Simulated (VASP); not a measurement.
Wanted: the native input for a VASP 6.6.1 run.

| Quantity | Value |
| --- | --- |
| Task | single point |
| Functional | PBEsol |
| Potentials or basis | VASP PAW PBE potentials, release 64 (Al, Ni) |
| Cutoff | 520 eV |
| k mesh | 14 × 14 × 14 |
| Occupations | gaussian, width 0.15 eV |
| Spin | no spin polarisation |
| Dipole correction | no |
| Further INCAR settings | ALGO = Fast; EDIFF = 1e-06; NBANDS = 24 |

The structure of AlNi3 lies in POSCAR:

```
AlNi3
1.0
    0.1396372864      2.9138880090      2.9138880090
    2.9138880090      0.1396372864      2.9138880090
    2.9138880090      2.9138880090      0.1396372864
Al Ni
1 3
Direct
    0.5000000000      0.5000000000      0.5000000000
    0.2500000000      0.2500000000      0.2500000000
    0.0000000000      0.0000000000      0.0000000000
    0.7500000000      0.7500000000      0.7500000000
```

The input as run:

INCAR

```
ALGO     = Fast           # electronic algorithm
EDIFF    = 1E-6           # SCF threshold, eV
ENCUT    = 520            # plane-wave cutoff, eV
GGA      = PS             # functional
ISIF     = 2              # what is computed and relaxed
ISMEAR   = 0              # smearing method
LASPH    = True           # aspherical terms in the spheres
LCHARG   = False          # write CHGCAR
LREAL    = False          # projectors in reciprocal space
LWAVE    = False          # write WAVECAR
NBANDS   = 24             # bands
NELM     = 80             # most SCF steps
PREC     = Accurate       # precision mode
SIGMA    = 0.15           # smearing width, eV
```

KPOINTS

```
k-points
0
Gamma
  14 14 14
```

Potentials or basis: VASP PAW PBE potentials, release 64 (Al, Ni).

The run is started by

```bash
$ cat potpaw_PBE.64/Al/POTCAR potpaw_PBE.64/Ni/POTCAR > POTCAR
$ mpirun -np 1 vasp_std > vasp.out
```

It gave:

- Pressure: -7.3 GPa
- Largest force: 0.056 eV/Å
- Band gap on the k mesh: zero (an odd number of electrons rules out a gap without spin polarisation)

Caveat: the cell stands under tension; the PAW data sets were made with another functional, which shifts forces and pressure a little.

It took 3.3 min on 1 thread of AMD EPYC 9R45 96-Core Processor (Zen 5), with other jobs on the host, peak memory 0.35 GiB.
